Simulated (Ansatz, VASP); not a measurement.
# Two plane-wave programs on C

```xyz
2
Lattice="2.1089 -1.1964 0.0000 2.1457 1.2602 0.0000 -1.3791 -0.0207 3.5028" Properties=species:S:1:pos:R:3 pbc="T T T"
C     3.5455    0.0532    0.0003
C    -0.6699   -0.0100    3.5025
```

Alike in both runs: task single point; functional PBEsol; k mesh 16 × 16 × 10; occupations fermi-dirac, width 0.1 eV; no spin polarisation.

|  | VASP | Ansatz |
| --- | --- | --- |
| version | VASP 6.6.1 | Ansatz 0.2.0 |
| potentials or method | VASP PAW PBE potentials, release 64 (C), cutoff 520 eV | plane waves, PAW |
| valence electrons in the cell | 8 | 8 |

Ansatz gave:

```
pressure (GPa)                                                : 1.2
traceless stress, the component that is largest in VASP (GPa) : -13.25
```

Q: Estimate VASP's values.

A: Pressure (GPa): 1.9; traceless stress, the component that is largest in VASP (GPa): -13.29.

VASP's potentials were made for PBE, not for PBEsol.
